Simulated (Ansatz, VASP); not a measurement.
Al: VASP beside Ansatz

File INCAR:

```
PREC = Accurate
ENCUT = 520
EDIFF = 1E-7
ISMEAR = 0
SIGMA = 0.15
LREAL = F
LASPH = T
NELM = 80
ALGO = Normal
ISIF = 2
LWAVE = F
LCHARG = F
GGA = PS
IVDW = 12
NBANDS = 10
```

File KPOINTS:

```
regular mesh
0
Gamma
  18 18 10
```

The input POSCAR:

```
Al
1.0
    2.9530781191      0.0000000000      0.0000000000
   -1.4765390595      2.5574406705      0.0000000000
    0.0000000000      0.0000000000      4.9885212500
Al
2
Direct
    0.6666666667      0.3333333333      0.7500000000
    0.3333333333      0.6666666667      0.2500000000
```

Input for Ansatz:

```yaml
crystal:
  lattice:
    - [2.9530781191, 0.0, 0.0]
    - [-1.4765390595, 2.5574406705, 0.0]
    - [0.0, 0.0, 4.98852125]
  atoms:
    - { symbol: Al, position: [0.6666666667, 0.3333333333, 0.75] }
    - { symbol: Al, position: [0.3333333333, 0.6666666667, 0.25] }
basis:
  ecutwfc: 420
kpoints:
  mp_grid: { grid: [18, 18, 10] }
hamiltonian:
  xc: pbesol
  dispersion: d3bj
scf:
  occupations: { method: gaussian, width: 0.15 }
output:
  forces: true
  stress: true
  eigenvalues: true
```

Change from the starting cell: strain +0.050 along x and y, +0.025 along z, atoms carried along.

Alike in both runs: task single point; functional PBEsol; dispersion D3(BJ); k mesh 18 × 18 × 10; occupations gaussian, width 0.15 eV; no spin polarisation.

```csv
,VASP,Ansatz
version,VASP 6.6.1,Ansatz 0.2.0
potentials or method,"VASP PAW PBE potentials, release 64 (Al), cutoff 520 eV","scalar-relativistic, plane waves, PAW"
valence electrons in the cell,6,6
```

Ansatz gave:

- gap on the k mesh at the Fermi level (eV): none
- pressure (GPa): -10.6
- traceless stress, the component that is largest in VASP (GPa): 0.10

Q: Estimate VASP's values.

A: gap on the k mesh at the Fermi level (eV): none; pressure (GPa): -10.5; traceless stress, the component that is largest in VASP (GPa): 0.10.

VASP's potentials were made for PBE, not for PBEsol. A gap of «none» marks a metal or a gap that the smearing closes.
